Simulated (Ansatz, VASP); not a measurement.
AlNi: VASP beside Ansatz

```
Al Ni
1.0
     2.86185    0.00000    0.00000
     0.00000    2.86185    0.00000
     0.00000    0.00000    2.86185
Al Ni
1 1
Direct
  0.00000 0.00000 0.00000
  0.50000 0.50000 0.50000
```

Alike in both runs: functional PBEsol; k mesh 16 × 16 × 16; occupations methfessel-paxton of order 1, width 0.1 eV; no spin polarisation.

Ansatz relaxed the structure, and its values are those at the end. VASP's run is a single point on that final structure, the one shown.

|  | VASP | Ansatz |
| --- | --- | --- |
| version | VASP 6.6.1 | Ansatz 0.2.0 |
| potentials or method | VASP PAW PBE potentials, release 64 (Al, Ni) | scalar-relativistic, plane waves, PAW |
| plane-wave cutoff (eV) | 600 | 420 |
| valence electrons in the cell | 13 | 21 |

|  | VASP | Ansatz | Ansatz less VASP |
| --- | --- | --- | --- |
| gap on the k mesh at the Fermi level (eV) | none | none | - |
| pressure (GPa) | 0.2 | 0.0 | -0.15 |

VASP's potentials were made for PBE, not for PBEsol. A gap of «none» marks a metal or a gap that the smearing closes. The functional is the same, so the differences come from potentials, cutoffs and numerics. VASP's potentials hold 13 valence electrons a cell and Ansatz's 21, so a difference there can come from the potentials and not from the codes.
